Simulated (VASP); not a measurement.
Set up this calculation in VASP 6.6.1, as the native input.

```yaml
Task: single point
Functional: r2SCAN
Potentials_or_basis: VASP PAW PBE potentials, release 64 (V_sv, H)
Cutoff: 520 eV
k_mesh: 6 × 6 × 4, shifted
Occupations: methfessel-paxton, width 0.0844 eV
Spin: no spin polarisation
Hubbard_terms: V d U = 4.61 eV, J = 0.51 eV
Dipole_correction: no
LDAUTYPE: 1
Hund's_J: 0.51
Further_INCAR_settings: ALGO = Normal; EDIFF = 1e-06; NBANDS = 16
```

System: VH4 (a cell with a defect).

```xyz
5
Lattice="-2.2043 0.0602 2.1884 2.2322 -0.0273 2.2164 -0.0875 4.3304 0.0329" Properties=species:S:1:pos:R:3 pbc="T T T"
V    -2.1533    4.3271    2.2560
H    -1.0902    1.1228    3.2488
H    -1.1243    3.2590    1.2077
H     1.0675    3.2625    1.1655
H     1.0093    1.0097    3.2803
```

These files were run (other wordings do the same):

POSCAR

```
VH4
1.0
   -2.2042620000      0.0602090000      2.1884280000
    2.2322430000     -0.0273310000      2.2164090000
   -0.0875410000      4.3304210000      0.0328780000
V H
1 4
Direct
    0.9768790000      0.0386790000      0.9859000000
    0.9827260000      0.4917860000      0.2487180000
    0.5105340000      0.0297190000      0.7456670000
    0.0034200000      0.5112470000      0.7565780000
    0.5141250000      0.9689300000      0.2321400000
```

INCAR.step1

```
ALGO = Normal
EDIFF = 1E-4
ENCUT = 520
GGA = PE
ISMEAR = 1
LASPH = True
LCHARG = False
LDAU = True
LDAUJ = 0.51 0
LDAUL = 2 -1
LDAUTYPE = 1
LDAUU = 4.61 0
LMAXMIX = 4
LREAL = False
LWAVE = True
NBANDS = 16
NELM = 150
PREC = Accurate
SIGMA = 0.0844
```

INCAR.step2

```
ALGO = Normal
EDIFF = 1E-6
ENCUT = 520
ISIF = 2
ISMEAR = 1
ISTART = 1
LASPH = True
LCHARG = True
LDAU = True
LDAUJ = 0.51 0
LDAUL = 2 -1
LDAUPRINT = 1
LDAUTYPE = 1
LDAUU = 4.61 0
LELF = True
LMAXMIX = 4
LMIXTAU = True
LREAL = False
LVHAR = True
LWAVE = False
METAGGA = R2SCAN
NBANDS = 16
NELM = 150
PREC = Accurate
SIGMA = 0.0844
```

KPOINTS

```
Automatic mesh
0
Gamma
  6 6 4
  0.5 0 0
```

Potentials or basis: VASP PAW PBE potentials, release 64 (V_sv, H).

The run is started by

```bash
$ cat potpaw_PBE.64/V_sv/POTCAR potpaw_PBE.64/H/POTCAR > POTCAR
$ cp INCAR.step1 INCAR
$ mpirun -np 1 vasp_std > vasp.out
$ cp INCAR.step2 INCAR
$ mpirun -np 1 vasp_std > vasp.out
```

Results of the run:

| Quantity | Value |
| --- | --- |
| Pressure | -10.4 GPa |
| Largest force | 0.748 eV/Å |
| Band gap on the k mesh | zero (an odd number of electrons rules out a gap without spin polarisation) |

Caveat: the k points lie up to 0.36 Å⁻¹ apart, too coarse for converged energies and pressures of a metal; the PAW data sets were made with another functional, which shifts forces and pressure a little; U without spin polarisation on a metal has little footing; the U is typed as a test and isn't derived for this compound.

It took 5 min on 1 thread of AMD EPYC 7R13 Processor (Zen 3) (shared host), peak memory 0.16 GiB.
